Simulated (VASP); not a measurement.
**PbS: single point with LDA**

PbS, a slab with vacuum:

```
CELL_PARAMETERS angstrom
2.97580 2.93481 0.00000
2.97580 -2.93481 0.00000
1.09302 0.00000 -11.84986
ATOMIC_POSITIONS crystal
Pb 0.77560 0.77560 0.36362
Pb 0.22440 0.22440 0.63638
S 0.26840 0.26840 0.40140
S 0.73160 0.73160 0.59860
```

```yaml
Program: VASP 6.6.1
Task: single point
Functional: LDA
Potentials_or_basis: VASP PAW LDA potentials, release 64 (Pb_d, S)
Cutoff: 520 eV
k_mesh: 4 × 4 × 2
Occupations: fermi-dirac, width 0.0713 eV
Spin: no spin polarisation
```

```json
{"Largest force": "1.025 eV/Å", "Band gap on the k mesh": "1.24 eV"}
```

Forces on the atoms (eV/Å):
```
Pb  -0.001  0.000 -1.025
Pb   0.001  0.000  1.025
S   -0.005  0.000 -0.372
S    0.005  0.000  0.372
```

Levels at points of the mesh, in eV from the valence-band top:
| k point | band 16 | band 17 | band 18 | band 19 | band 20 | band 21 | band 22 | band 23 | band 24 | band 25 |
| --- | --- | --- | --- | --- | --- | --- | --- | --- | --- | --- |
| (0.00, 0.00, 0.00) | -2.44 | -2.30 | -1.36 | -1.24 | 0.00 | 1.33 | 3.19 | 4.93 | 4.93 | 5.17 |
| (0.50, 0.00, 0.00) | -1.85 | -0.93 | -0.93 | -0.37 | -0.37 | 1.91 | 1.91 | 2.99 | 2.99 | 3.24 |
| (0.50, 0.50, 0.00) | -4.09 | -2.82 | -2.79 | -1.47 | -1.37 | 3.56 | 3.67 | 4.48 | 4.49 | 4.57 |
| (0.00, 0.00, 0.50) | -2.44 | -2.30 | -1.36 | -1.24 | 0.00 | 1.24 | 3.75 | 4.65 | 4.93 | 4.93 |
| (0.50, 0.00, 0.50) | -1.85 | -0.93 | -0.93 | -0.37 | -0.37 | 1.90 | 1.91 | 2.99 | 2.99 | 3.21 |
| (0.50, 0.50, 0.50) | -4.09 | -2.82 | -2.79 | -1.47 | -1.37 | 3.55 | 3.65 | 4.47 | 4.50 | 4.60 |

It took 43 s on 1 thread of Intel(R) Xeon(R) 6975P-C (Granite Rapids), with other jobs on the host, peak memory 0.27 GiB.

Caveat: spin-orbit coupling is left out, which moves the levels of the heavy elements.
